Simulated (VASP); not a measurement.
A run of VASP 6.6.1 is set up as follows.

Contents of INCAR:

```
PREC     = Accurate       # precision mode
ENCUT    = 600            # plane-wave cutoff, eV
EDIFF    = 1E-6           # SCF threshold, eV
ISMEAR   = -1             # smearing method
SIGMA    = 0.1            # smearing width, eV
LREAL    = F              # projectors in reciprocal space
LASPH    = T              # aspherical terms in the spheres
NELM     = 80             # most SCF steps
ALGO     = Normal         # electronic algorithm
ISIF     = 3              # what is computed and relaxed
LWAVE    = F              # write WAVECAR
LCHARG   = F              # write CHGCAR
GGA      = CA             # functional
IBRION   = 2              # ionic algorithm
NSW      = 60             # ionic steps
EDIFFG   = -0.005         # ionic threshold
```

KPOINTS

```
regular mesh
0
Gamma
  16 16 9
```

POSCAR

```
Hf
1.0
    3.0967921286      0.0000000000      0.0000000000
   -1.5483960643      2.6819006536      0.0000000000
    0.0000000000      0.0000000000      5.0168032483
Hf
2
Direct
    0.3333333333      0.6666666667      0.2500000000
    0.6666666667      0.3333333333      0.7500000000
```

Potentials or basis: VASP PAW LDA potentials, release 64 (Hf_pv).

The run is started by

```console
$ cat potpaw_LDA.64/Hf_pv/POTCAR > POTCAR
$ mpirun -np 1 vasp_std > vasp.out
```

Question: Predict the space group after relaxing (to 0.1 Å).

Answer: P6_3/mmc (No. 194).

Question: Predict the band gap on the k mesh.

Answer: Zero (bands 10 and 11 overlap by 1.38 eV).

Question: What does it give for the relaxed volume?

Answer: 20.84 Å³/atom.

Final structure:
```xyz
2
Lattice="3.1186 0.0000 0.0000 -1.5593 2.7008 0.0000 0.0000 0.0000 4.9494" Properties=species:S:1:pos:R:3 pbc="T T T"
Hf    0.0000    1.8005    1.2373
Hf    1.5593    0.9003    3.7120
```

Caveat: spin-orbit coupling is left out, which moves the levels of the heavy elements.
